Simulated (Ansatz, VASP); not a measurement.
# Zn2SbO3 in VASP and in Ansatz

```
CELL_PARAMETERS angstrom
3.15525 0.00000 0.00000
0.00000 3.15525 0.00000
0.00000 0.00000 8.62547
ATOMIC_POSITIONS crystal
Zn 0.00000 0.50000 0.61725
Zn 0.50000 0.00000 0.38275
Sb 0.00000 0.00000 0.00000
O 0.50000 0.50000 0.00000
O 0.00000 0.50000 0.37647
O 0.50000 0.00000 0.62353
```

Change from the starting cell: species swapped into the Hf2CuSb3 type (P-4m2, No. 115).

Alike in both runs: functional PBE; k mesh 6 × 6 × 4; occupations gaussian, width 0.1 eV; no spin polarisation.

Ansatz relaxed the structure, and its values are those at the end. VASP's run is a single point on that final structure, the one shown.

|  | VASP | Ansatz |
| --- | --- | --- |
| version | VASP 6.6.1 | Ansatz 0.2.0 |
| potentials or method | VASP PAW PBE potentials, release 64 (Zn, Sb_d_GW, O), cutoff 600 eV | scalar-relativistic, plane waves, PAW |
| valence electrons in the cell | 57 | 57 |

Ansatz gave:

* gap on the k mesh at the Fermi level (eV): none
* pressure (GPa): 0.0
* rms of the force components (eV/Å): 0.001

Task: What did VASP give for the same quantities?

Result: gap on the k mesh at the Fermi level (eV): none; pressure (GPa): 0.2; rms of the force components (eV/Å): 0.028.

A gap of «none» marks a metal or a gap that the smearing closes. The functional is the same, so the differences come from potentials, cutoffs and numerics.

Spin-orbit coupling is off throughout.
